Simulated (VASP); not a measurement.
Wanted: the native input for a VASP 6.6.1 run.

- Task: single point
- Functional: LDA
- Potentials or basis: VASP PAW LDA potentials, release 64 (Hg)
- Cutoff: 520 eV
- k mesh: 18 × 18 × 18
- Occupations: gaussian, width 0.15 eV
- Spin: no spin polarisation
- Dipole correction: no
- Further INCAR settings: ALGO = Fast; EDIFF = 1e-07; NBANDS = 19

The structure of Hg lies in POSCAR:

```
Hg
1.0
   -2.8381386952      2.8381386952      1.6757155147
    2.8381386952     -2.8381386952      1.6757155147
    2.8381386952      2.8381386952     -1.6757155147
Hg
2
Direct
    0.7500000000      0.2500000000      0.5000000000
    0.0000000000      0.0000000000      0.0000000000
```

This cell differs from its parent crystal: ratio of the length along z to the lengths across it x 1.1, volume and fractional coordinates fixed.

One way to write it, as run:

INCAR

```
SYSTEM = Hg
PREC = Accurate
ENCUT = 520
EDIFF = 1E-7
ISMEAR = 0
SIGMA = 0.15
LREAL = .FALSE.
LASPH = .TRUE.
NELM = 60
ALGO = Fast
ISIF = 2
LWAVE = .FALSE.
LCHARG = .TRUE.
LELF = .TRUE.
LVHAR = .TRUE.
NBANDS = 19
```

KPOINTS

```
Automatic mesh
0
G
  18 18 18
  0 0 0
```

Potentials or basis: VASP PAW LDA potentials, release 64 (Hg).

Launch:

```sh
$ cat potpaw_LDA.64/Hg/POTCAR > POTCAR
$ mpirun -np 1 vasp_std > vasp.out
```

Results of the run:

```
Pressure               : -3.6 GPa
Band gap on the k mesh : zero (bands 12 and 13 overlap by 3.98 eV)
```

Caveat: the cell stands under tension; spin-orbit coupling is left out, which moves the levels of the heavy elements.

Wall time 2.2 min on 1 thread of Intel(R) Xeon(R) Platinum 8559C (Emerald Rapids) (shared host), peak memory 0.46 GiB.
